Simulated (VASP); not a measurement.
Set up this calculation in VASP 6.6.1, as the native input.

| Quantity | Value |
| --- | --- |
| Task | single point |
| Functional | PBEsol |
| Potentials or basis | VASP PAW PBE potentials, release 64 (Nb_sv, H) |
| Cutoff | 520 eV |
| k mesh | 14 × 14 × 12 |
| Occupations | gaussian, width 0.1 eV |
| Spin | no spin polarisation |
| Dipole correction | no |
| Further INCAR settings | ALGO = Normal; EDIFF = 1e-06; NBANDS = 22 |

The structure of NbH lies in POSCAR:

```
NbH
1.0
    3.3047613477      0.0000000000      0.0000000000
    0.0000000000      3.1458785906      0.0000000000
    0.0000000000      0.0000000000      3.8638067524
Nb H
2 2
Direct
    0.0000000000      0.0000000000      0.0000000000
    0.5000000000      0.5000000000      0.5000000000
    0.0000000000      0.0000000000      0.5000000000
    0.5000000000      0.5000000000      0.0000000000
```

This cell differs from its parent crystal: uniaxial strain along a: +4.0 %.

One way to write it, as run:

INCAR

```
PREC = Accurate
ENCUT = 520
EDIFF = 1E-6
ISMEAR = 0
SIGMA = 0.1
LREAL = False
LASPH = True
NELM = 80
ALGO = Normal
ISIF = 2
LWAVE = False
LCHARG = False
GGA = PS
NBANDS = 22
```

KPOINTS

```
Automatic mesh
0
Gamma
  14 14 12
```

Potentials or basis: VASP PAW PBE potentials, release 64 (Nb_sv, H).

Launch:

```bash
$ cat potpaw_PBE.64/Nb_sv/POTCAR potpaw_PBE.64/H/POTCAR > POTCAR
$ mpirun -np 1 vasp_std > vasp.out
```

It gave:

```json
{
  "Pressure": "-3.7 GPa",
  "Band gap on the k mesh": "zero (bands 14 and 15 overlap by 1.78 eV)"
}
```

Caveat: the cell differs from its parent crystal (uniaxial strain along a: +4.0 %); the stress differs along the axes, from -9 to -1 GPa; the PAW data sets were made with another functional, which shifts forces and pressure a little.

Wall time 2.6 min on 1 thread of Intel(R) Xeon(R) Platinum 8559C (Emerald Rapids), on a shared host, peak memory 0.41 GiB.
